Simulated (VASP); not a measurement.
Write the native input for VASP 6.6.1 that does the following.

```yaml
Task: single point
Functional: r2SCAN
Potentials_or_basis: VASP PAW PBE potentials, release 64 (Ti_sv)
Cutoff: 520 eV
k_mesh: 18 × 18 × 10
Occupations: gaussian, width 0.1 eV
Spin: no spin polarisation
Dipole_correction: no
Further_INCAR_settings: ALGO = Normal; EDIFF = 1e-07; NBANDS = 19
```

Ti:

```
Ti
1.0
     2.90048    0.00000    0.00000
    -1.45024    2.51189    0.00000
     0.00000    0.00000    4.59092
Ti
2
Direct
  0.33333 0.66667 0.25000
  0.66667 0.33333 0.75000
```

One way to write it, as run:

POSCAR

```
Ti
1.0
    2.9004758374      0.0000000000      0.0000000000
   -1.4502379187      2.5118857582      0.0000000000
    0.0000000000      0.0000000000      4.5909212534
Ti
2
Direct
    0.3333333333      0.6666666667      0.2500000000
    0.6666666667      0.3333333333      0.7500000000
```

INCAR.step1

```
SYSTEM = Ti
PREC     = Accurate       ! precision mode
ENCUT    = 520            ! plane-wave cutoff, eV
ISMEAR   = 0              ! smearing method
SIGMA    = 0.1            ! smearing width, eV
LREAL    = .False.        ! projectors in reciprocal space
LASPH    = .True.         ! aspherical terms in the spheres
NELM     = 80             ! most SCF steps
NBANDS   = 19             ! bands
GGA      = PE             ! functional
ALGO     = Normal         ! electronic algorithm
EDIFF    = 1E-4           ! SCF threshold, eV
LWAVE    = .True.         ! write WAVECAR
LCHARG   = .False.        ! write CHGCAR
```

INCAR.step2

```
SYSTEM = Ti
PREC     = Accurate       ! precision mode
ENCUT    = 520            ! plane-wave cutoff, eV
EDIFF    = 1E-7           ! SCF threshold, eV
ISMEAR   = 0              ! smearing method
SIGMA    = 0.1            ! smearing width, eV
LREAL    = .False.        ! projectors in reciprocal space
LASPH    = .True.         ! aspherical terms in the spheres
NELM     = 80             ! most SCF steps
ALGO     = Normal         ! electronic algorithm
ISIF     = 2              ! what is computed and relaxed
LWAVE    = .False.        ! write WAVECAR
LCHARG   = .False.        ! write CHGCAR
METAGGA  = R2SCAN         ! meta-GGA
LMIXTAU  = .True.       
NBANDS   = 19             ! bands
ISTART   = 1
```

KPOINTS

```
Automatic mesh
0
Gamma
  18 18 10
  0 0 0
```

Potentials or basis: VASP PAW PBE potentials, release 64 (Ti_sv).

The run is started by

```sh
$ cat potpaw_PBE.64/Ti_sv/POTCAR > POTCAR
$ cp INCAR.step1 INCAR
$ mpirun -np 1 vasp_std > vasp.out
$ cp INCAR.step2 INCAR
$ mpirun -np 1 vasp_std > vasp.out
```

Results of the run:

The pressure is 4.6 GPa and the band gap on the k mesh is zero (bands 12 and 13 overlap by 1.27 eV).

Caveat: the cell stands under pressure; the PAW data sets were made with another functional, which shifts forces and pressure a little.

Wall time 5.7 min on 1 thread of Intel(R) Xeon(R) Platinum 8488C (Sapphire Rapids), on a shared host, peak memory 0.25 GiB.
